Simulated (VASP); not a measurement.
The system is Hf2Pd2Se2Br2O3.

```
Hf Pd Se Br O
1.0
     5.60663   -0.09346   -0.01409
     1.61393    5.33512    0.00251
     1.36916    1.91529    8.31543
Hf Pd Se Br O
2 2 2 2 3
Direct
  0.23317 0.65161 0.02284
  0.76683 0.34839 0.97716
  0.00000 0.50000 0.50000
  0.00000 0.00000 0.50000
  0.02419 0.33917 0.25331
  0.97581 0.66083 0.74669
  0.50000 0.50000 0.50000
  0.50000 0.00000 0.50000
  0.44792 0.35724 0.92101
  0.55208 0.64276 0.07899
  0.00000 0.00000 0.00000
```

| Quantity | Value |
| --- | --- |
| Program | VASP 6.6.1 |
| Task | relaxation of cell and atoms |
| Functional | PBE |
| Dispersion | D3(BJ) |
| Potentials or basis | VASP PAW PBE potentials, release 64 (Hf_pv, Pd, Se, Br, O) |
| Cutoff | 600 eV |
| k mesh | 3 × 3 × 2 |
| Occupations | fermi-dirac, width 0.05 eV |
| Spin | no spin polarisation |

At the start: pressure -2.3 GPa; volume 22.73 Å³/atom.

Q: Where does the relaxation end?

A: Over 40 steps the energy falls by 22.3 meV/atom and the volume is 21.52 Å³/atom (-5.3 %); space group P-1 (No. 2, to 0.1 Å) before and after.

The path:
```
step  energy change (eV)  largest force (eV/Å)  pressure (GPa)  volume (Å³)
   1              0.0000                0.1875           -2.26       250.02
   2             -0.0299                1.7872            2.46       238.53
   3             -0.0759                0.8813            0.27       243.41
   4             -0.1463                0.2988            0.84       238.26
   5             -0.1463                0.2976            0.83       238.26
   6             -0.1800                0.3293           -0.17       239.51
   7             -0.1802                0.3540           -0.24       239.59
   8             -0.2010                0.2373           -0.07       239.21
   9             -0.2047                0.3202            0.04       238.96
  10             -0.2130                0.4846           -0.42       238.93
  11             -0.2131                0.4398           -0.38       238.93
  12             -0.2208                0.3373           -0.26       238.37
  13             -0.2299                0.2081            0.07       236.76
  14             -0.2332                0.1022            0.06       236.68
  15             -0.2350                0.0962            0.04       236.57
  16             -0.2366                0.0851           -0.10       236.64
  17             -0.2371                0.1699           -0.22       236.72
  18             -0.2380                0.1446           -0.19       236.63
  19             -0.2399                0.0853           -0.10       236.36
  20             -0.2411                0.0833            0.09       235.83
  21             -0.2411                0.0606            0.07       235.92
  22             -0.2415                0.0512            0.05       235.95
  23             -0.2423                0.0526            0.01       236.04
  24             -0.2421                0.0990           -0.04       236.23
  25             -0.2425                0.0559           -0.01       236.12
  26             -0.2429                0.0467            0.00       236.13
  27             -0.2434                0.0902            0.06       236.14
  28             -0.2437                0.0586            0.02       236.21
  29             -0.2438                0.0474           -0.03       236.31
  30             -0.2440                0.0318           -0.01       236.30
  31             -0.2442                0.0308            0.06       236.29
  32             -0.2444                0.0331            0.01       236.41
  33             -0.2445                0.0379           -0.06       236.61
  34             -0.2447                0.0299           -0.03       236.56
  35             -0.2448                0.0506            0.04       236.47
  36             -0.2450                0.0344            0.02       236.50
  37             -0.2450                0.0444            0.00       236.53
  38             -0.2451                0.0300            0.01       236.56
  39             -0.2453                0.0266            0.01       236.63
  40             -0.2454                0.0151           -0.01       236.71
```

Final structure:
```cif
data_structure
_symmetry_space_group_name_H-M 'P 1'
_symmetry_Int_Tables_number 1
_cell_length_a 5.2299
_cell_length_b 5.6764
_cell_length_c 8.4757
_cell_angle_alpha 75.688
_cell_angle_beta 82.455
_cell_angle_gamma 76.898
_cell_volume 236.71
loop_
_atom_site_label
_atom_site_type_symbol
_atom_site_fract_x
_atom_site_fract_y
_atom_site_fract_z
_atom_site_occupancy
Hf1 Hf 0.23051 0.66399 0.02224 1
Hf2 Hf 0.76949 0.33601 0.97776 1
Pd1 Pd 0.00000 0.50000 0.50000 1
Pd2 Pd 0.00000 0.00000 0.50000 1
Se1 Se 0.03078 0.33175 0.25411 1
Se2 Se 0.96922 0.66825 0.74589 1
Br1 Br 0.50000 0.50000 0.50000 1
Br2 Br 0.50000 0.00000 0.50000 1
O1 O 0.41899 0.35194 0.93324 1
O2 O 0.58101 0.64806 0.06676 1
O3 O 0.00000 0.00000 0.00000 1
```

Caveat: the k points lie up to 0.41 Å⁻¹ apart in the final cell, too coarse for converged energies and pressures of a metal.
